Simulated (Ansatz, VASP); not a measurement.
**SrO in VASP and in Ansatz**

```
Sr O
1.0
     0.00000    2.62020    2.62020
     2.62020    0.00000    2.62020
     2.62020    2.62020    0.00000
Sr O
1 1
Direct
  0.00000 0.00000 0.00000
  0.50000 0.50000 0.50000
```

Change from the starting cell: volume scaled by 1.06, crystal datasets.

Alike in both runs: task electric field gradients; functional PBE; k mesh 8 × 8 × 8; occupations fermi-dirac, width 0.02 eV; no spin polarisation.

|  | VASP | Ansatz |
| --- | --- | --- |
| version | VASP 6.6.1 | Ansatz 0.2.0 |
| potentials or method | VASP PAW PBE potentials, release 64 (Sr_sv, O), cutoff 520 eV | all-electron PAW with datasets made for the crystal, scalar-relativistic |

```tsv
	VASP	Ansatz	Ansatz less VASP
gap on the k mesh at the Fermi level (eV)	3.29	3.33	+0.042
pressure (GPa)	-1.6	-2.1	-0.45
```

Ansatz ran all-electron here, and VASP with PAW potentials.
